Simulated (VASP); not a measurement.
# Be2Si (C2/m) in VASP: single point with PBE

Aim: the single point of Be2Si with PBE.

Program: VASP 6.6.1. These are calculated values, not measurements. Logs are shortened: lines on timing, memory, paths and dates and some standing lists are left out, and cuts for length are marked.

### Step 1. The cell of the first run

Symmetry: C2/m, No. 12, monoclinic system. The conventional cell has a = 6.501 Å, b = 3.785 Å, c = 6.332 Å, α = 90.00°, β = 110.56°, γ = 90.00°. Within 3.0 Å of Be (site symmetry m) lie 4 Si at 2.29 to 2.32 Å and 6 Be at 2.31 to 2.90 Å. Be (site symmetry m) has 4 Si at 2.28 to 2.32 Å and 5 Be at 2.46 to 2.63 Å within 3.0 Å. Within 3.0 Å of Si (site symmetry m) lie 8 Be at 2.28 to 2.32 Å.

### Step 2. Single point, PBE

INCAR

```
  ALGO = Fast
  EDIFF = 1E-7
  ENCUT = 520
  GGA = PE
  ISIF = 2
  ISMEAR = 0
  LASPH = True
  LCHARG = False
  LREAL = False
  LWAVE = False
  NBANDS = 17
  NELM = 80
  PREC = Accurate
  SIGMA = 0.1
```

KPOINTS

```
k-points
0
Gamma
  12 12 6
```

POSCAR

```
Be2Si
1.0
    3.2505799027     -1.8923726943     -0.0004297814
    3.2505799027      1.8923726943     -0.0004297814
   -2.2233302398      0.0000000000      5.9287015877
Be Si
4 2
Direct
    0.5862206723      0.5862206723      0.3683749163
    0.1701547130      0.1701547130      0.8729312937
    0.4137793277      0.4137793277      0.6316250837
    0.8298452870      0.8298452870      0.1270687063
    0.2102441900      0.2102441900      0.2492948047
    0.7897558100      0.7897558100      0.7507051953
```

Potentials or basis: VASP PAW PBE potentials, release 64 (Be, Si).

Run with:

```sh
> cat potpaw_PBE.64/Be/POTCAR potpaw_PBE.64/Si/POTCAR > POTCAR
> mpirun -np 1 vasp_std > vasp.out
```

OUTCAR:

```text
EDIFF = 1E-7
   ENCUT = 520
   GGA = PE
   ISIF = 2
   ISMEAR = 0
   LASPH = True
   LREAL = False
   NELM = 80
   PREC = Accurate

 ion  position               nearest neighbor table
   1  0.586  0.586  0.368-   5 2.29   5 2.29   5 2.29   3 2.31   6 2.32
   2  0.170  0.170  0.873-   6 2.28   6 2.28   5 2.30   6 2.32
   3  0.414  0.414  0.632-   6 2.29   6 2.29   6 2.29   1 2.31   5 2.32
   4  0.830  0.830  0.127-   5 2.28   5 2.28   6 2.30   5 2.32
   5  0.210  0.210  0.249-   4 2.28   4 2.28   1 2.29   1 2.29   1 2.29   2 2.30   3 2.32   4 2.32

   6  0.790  0.790  0.751-   2 2.28   2 2.28   3 2.29   3 2.29   3 2.29   4 2.30   1 2.32   2 2.32

  LATTYP: Found a base centered monoclinic cell.
 ALAT       =     6.5011598622
 B/A-ratio  =     0.5821646397
 C/A-ratio  =     0.9739615364
 COS(beta)  =    -0.3512565333

  Lattice vectors:

 A1 = (   3.2505799027,  -1.8923726943,  -0.0004297814)
 A2 = (   3.2505799027,   1.8923726943,  -0.0004297814)
 A3 = (  -2.2233302398,   0.0000000000,   5.9287015877)

Analysis of symmetry for initial positions (statically):
=====================================================================
 Subroutine PRICEL returns:
 Original cell was already a primitive cell.

 Routine SETGRP: Setting up the symmetry group for a
 base centered monoclinic supercell.

 Subroutine GETGRP returns: Found  4 space group operations
 (whereof  4 operations were pure point group operations)
 out of a pool of  4 trial point group operations.

The static configuration has the point symmetry C_2h.

Analysis of symmetry for dynamics (positions and initial velocities):
=====================================================================
 Subroutine PRICEL returns:
 Original cell was already a primitive cell.

 Routine SETGRP: Setting up the symmetry group for a
 base centered monoclinic supercell.

 Subroutine GETGRP returns: Found  4 space group operations
 (whereof  4 operations were pure point group operations)
 out of a pool of  4 trial point group operations.

The dynamic configuration has the point symmetry C_2h.

 Subroutine INISYM returns: Found  4 space group operations
 (whereof  4 operations are pure point group operations),
 and found     1 'primitive' translations

----------------------------------------------------------------------------------------

                                     Primitive cell

  volume of cell :      72.9349

  direct lattice vectors                    reciprocal lattice vectors
     3.250579903 -1.892372694 -0.000429781     0.153826335 -0.264218566  0.057686618
     3.250579903  1.892372694 -0.000429781     0.153826335  0.264218566  0.057686618
    -2.223330240  0.000000000  5.928701588     0.000022302  0.000000000  0.168679359

  length of vectors
     3.761295562  3.761295562  6.331879648     0.311129777  0.311129777  0.168679361

  position of ions in fractional coordinates (direct lattice)
     0.586220672  0.586220672  0.368374916
     0.170154713  0.170154713  0.872931294
     0.413779328  0.413779328  0.631625084
     0.829845287  0.829845287  0.127068706
     0.210244190  0.210244190  0.249294805
     0.789755810  0.789755810  0.750705195

  ion indices of the primitive-cell ions
   primitive index   ion index
                 1           1
                 2           2
                 3           3
                 4           4
                 5           5
                 6           6

----------------------------------------------------------------------------------------

 KPOINTS: k-points

Automatic generation of k-mesh.
 Grid dimensions read from file:
 generate k-points for:   12   12    6

 Generating k-lattice:

  Cartesian coordinates                     Fractional coordinates (reciprocal lattice)
     0.012818861 -0.022018214  0.004807218     0.083333333  0.000000000  0.000000000
     0.012818861  0.022018214  0.004807218     0.000000000  0.083333333  0.000000000
     0.000003717  0.000000000  0.028113227     0.000000000  0.000000000  0.166666667

  Length of vectors
     0.025927481  0.025927481  0.028113227

  Shift w.r.t. Gamma in fractional coordinates (k-lattice)
     0.000000000  0.000000000  0.000000000

 Subroutine IBZKPT returns following result:
 ===========================================

 Found    242 irreducible k-points:

 Following reciprocal coordinates:
            Coordinates               Weight
  0.000000  0.000000  0.000000      1.000000
  0.083333  0.000000  0.000000      4.000000
  0.166667  0.000000 -0.000000      4.000000
  0.250000  0.000000  0.000000      4.000000
  0.333333 -0.000000  0.000000      4.000000
  0.416667  0.000000 -0.000000      4.000000
[... 16 lines left out ...]
  0.500000  0.166667  0.000000      4.000000
 -0.416667  0.166667  0.000000      4.000000
 [... further k-points ...]
   k-points           NKPTS =    242   k-points in BZ     NKDIM =    242   number of bands    NBANDS=     17
   number of dos      NEDOS =    301   number of ions     NIONS =      6
   total plane-waves  NPLWV =  37632
   dimension x,y,z NGX =    28 NGY =   28 NGZ =   48
   dimension x,y,z NGXF=    56 NGYF=   56 NGZF=   96
   ions per type =               4   2
   NGX,Y,Z   is equivalent  to a cutoff of  12.38, 12.38, 12.60 a.u.
   NGXF,Y,Z  is equivalent  to a cutoff of  24.75, 24.75, 25.21 a.u.
 SYSTEM =  unknown system
   PREC   = accura    normal or accurate (medium, high low for compatibility)
   ISTART =      0    job   : 0-new  1-cont  2-samecut
   ICHARG =      2    charge: 1-file 2-atom 10-const
   ISPIN  =      1    spin polarized calculation?
   LNONCOLLINEAR =      F non collinear calculations
   LSORBIT =      F    spin-orbit coupling
   LASPH  =      T    aspherical Exc in radial PAW
   ENCUT  =  520.0 eV  38.22 Ry    6.18 a.u.   6.99  6.99 11.77*2*pi/ulx,y,z
   NELM   =     80;   NELMIN=  2; NELMDL= -5     # of ELM steps
   EDIFF  = 0.1E-06   stopping-criterion for ELM
   LREAL  =      F    real-space projection
   EDIFFG = 0.1E-05   stopping-criterion for IOM
   NSW    =      0    number of steps for IOM
   IBRION =     -1    ionic relax: 0-MD 1-quasi-New 2-CG
   NFREE  =      0    steps in history (QN), initial steepest desc. (CG)
   ISIF   =      2    stress and relaxation
   ISYM   =      2    0-nonsym 1-usesym 2-fastsym
   POTIM  = 0.5000    time-step for ionic-motion
   TEBEG  =    0.0;   TEEND  =   0.0 temperature during run
   PSTRESS=    0.0 pullay stress
   NELECT =      16.0000    total number of electrons
   NUPDOWN=      -1.0000    fix difference up-down
   EMIN   =  10.00;   EMAX   =-10.00  energy-range for DOS
   EFERMI =   0.00;   METHOD = LEGACY
   ISMEAR =     0;   SIGMA  =   0.10  broadening in eV -4-tet -1-fermi 0-gaus
   EFERMI_NEDOS =   21; number of points for ismear=-14 and -15
   IALGO  =     68    algorithm
   IMIX   =      4    mixing-type and parameters
     AMIX     =   0.40;   BMIX     =  1.00
     AMIX_MAG =   1.60;   BMIX_MAG =  1.00
  volume/ion in A,a.u.               =      12.16        82.03
  Fermi-wavevector in a.u.,A,eV,Ry     =   0.987347  1.865815 13.263684  0.974853
  Thomas-Fermi vector in A             =   2.118794
   LORBIT       =      0    0 simple, 1 ext, 2 COOP (PROOUT), +10 PAW based schemes
   GGA     = PE    functional components
   LHFCALC =     F    Hartree Fock is set to
   AEXX    =    0.0000 exact exchange contribution
   IVDW    =     0    specifies the selected vdW correction
   LEPSILON=     F    determine dielectric tensor
   LRPA    =     F    only Hartree local field effects (RPA)
 non-spin polarized calculation
 RMM-DIIS sequential band-by-band and
 Gauss-broadening in eV      SIGMA  =   0.10
  energy-cutoff  :      520.00
  volume of cell :       72.93
 maximum number of plane-waves:      1980
   NGX = 13   NGY = 13   NGZ = 23

 number of electron      16.0000000 magnetization

 Free energy of the ion-electron system (eV)
  ---------------------------------------------------
  ext. energy  EPLUGINS =         0.00000000
  ---------------------------------------------------
  free energy    TOTEN  =       -24.51966905 eV

  energy without entropy =      -24.51689461  energy(sigma->0) =      -24.51828183

 E-fermi :   6.7921     XC(G=0): -10.0137

 val. band max:        6.7885380362   @ k =   0.2500   0.2500   0.3333
 cond. band min:       6.8013890928   @ k =   0.5000   0.4167   0.0000
 fundamental gap:      0.0128510565
 Fermi energy:         6.7920927639

 k-point     1 :       0.0000    0.0000    0.0000
  band No.  band energies     occupation
      1      -5.3121      2.00000
      2      -2.6640      2.00000
      3      -0.4505      2.00000
      4       5.1600      2.00000
      5       5.4081      2.00000
      6       6.7265      1.64664
[... 9 lines left out ...]
     16      12.8469      0.00000
     17      13.7281      0.00000

 k-point     2 :       0.0833    0.0000    0.0000
  band No.  band energies     occupation
      1      -5.2309      2.00000
      2      -2.6128      2.00000
      3      -0.3523      2.00000
      4       4.5089      2.00000
      5       5.0769      2.00000
      6       5.8768      2.00000
[... 9 lines left out ...]
     16      13.1221      0.00000
     17      13.2906      0.00000

 k-point     3 :       0.1667    0.0000   -0.0000
  band No.  band energies     occupation
      1      -4.9886      2.00000
      2      -2.4633      2.00000
      3      -0.0620      2.00000
      4       3.2418      2.00000
      5       4.5228      2.00000
      6       4.6410      2.00000
[... 9 lines left out ...]
     16      13.6968      0.00000
     17      13.7467      0.00000

 k-point     4 :       0.2500    0.0000    0.0000
  band No.  band energies     occupation
      1      -4.5899      2.00000
      2      -2.2375      2.00000
      3       0.4018      2.00000
      4       1.9656      2.00000
      5       3.3601      2.00000
      6       4.0984      2.00000
[... 9 lines left out ...]
     16      13.4960      0.00000
     17      13.8698      0.00000
[... 343 lines left out ...]
      1      -3.7235      2.00000
      2      -2.1130      2.00000
      3       0.7225      2.00000
      4       1.8079      2.00000
      5       2.1562      2.00000
      6       2.7603      2.00000
[... 9 lines left out ...]
     16      13.8578      0.00000
     17      14.3096      0.00000

 k-point    23 :       0.5000    0.1667    0.0000
  band No.  band energies     occupation
      1      -3.0634      2.00000
      2      -2.1040      2.00000
      3       0.2333      2.00000
      4       1.5652      2.00000
      5       2.1130      2.00000
      6       2.3097      2.00000
[... 9 lines left out ...]
     16      13.2407      0.00000
     17      13.9013      0.00000

 k-point    24 :      -0.4167    0.1667    0.0000
  band No.  band energies     occupation
      1      -2.6453      2.00000
      2      -2.2653      2.00000
      3       0.4048      2.00000
      4       1.0170      2.00000
      5       1.9391      2.00000
      6       2.2570      2.00000
[... 9 lines left out ...]
     16      13.7135      0.00000
     17      14.1613      0.00000

 [... further k-points ...]
[... 5 lines left out ...]
  --------------------------------------------------------------------------------------
  -------------------------------------------------------------------------------------
  Total        0.0345948      0.0304480      0.0286350      0.0000000      0.0000000     -0.0033759
  in kB        0.7599507      0.6688582      0.6290323      0.0000000      0.0000000     -0.0741596
  external PRESSURE =       0.6859471 kB  Pullay stress =       0.0000000 kB

 VOLUME and BASIS-vectors are now :
 -----------------------------------------------------------------------------
  energy-cutoff  :      520.00
  volume of cell :       72.93
      direct lattice vectors                 reciprocal lattice vectors
     3.250579903 -1.892372694 -0.000429781     0.153826335 -0.264218566  0.057686618
     3.250579903  1.892372694 -0.000429781     0.153826335  0.264218566  0.057686618
    -2.223330240  0.000000000  5.928701588     0.000022302  0.000000000  0.168679359

 POSITION                                       TOTAL-FORCE (eV/Angst)
 -----------------------------------------------------------------------------------
      2.99210      0.00000      2.18348         0.002532      0.000000     -0.001496
     -0.83461      0.00000      5.17520        -0.000046      0.000000     -0.000734
      1.28573      0.00000      3.74436        -0.002532      0.000000      0.001496
      5.11244      0.00000      0.75264         0.000046      0.000000      0.000734
      0.81257      0.00000      1.47781        -0.002431      0.000000     -0.000329
      3.46526      0.00000      4.45003         0.002431      0.000000      0.000329
 -----------------------------------------------------------------------------------
    total drift:                               -0.000000     -0.000000     -0.000000

  FREE ENERGIE OF THE ION-ELECTRON SYSTEM (eV)
  ---------------------------------------------------
  free  energy   TOTEN  =       -24.5196690533 eV

  energy  without entropy=      -24.5168946144  energy(sigma->0) =      -24.51828183
```

Run time: 2.5 min. Hardware: 1 thread of Intel Xeon 6975P-C (Granite Rapids), shared host; peak memory 0.37 GiB.

Results:

| Quantity | Value |
| --- | --- |
| Free energy | -24.5197 eV |
| Pressure | 0.1 GPa |
| Band gap on the k mesh | zero (band 8 reaches 7.48 eV, above the bottom of band 9 at 6.38 eV) |

Forces in eV/Å, atoms in the order of the input:
```
Be   0.003  0.000 -0.001
Be   0.000  0.000 -0.001
Be  -0.003  0.000  0.001
Be   0.000  0.000  0.001
Si  -0.002  0.000  0.000
Si   0.002  0.000  0.000
```
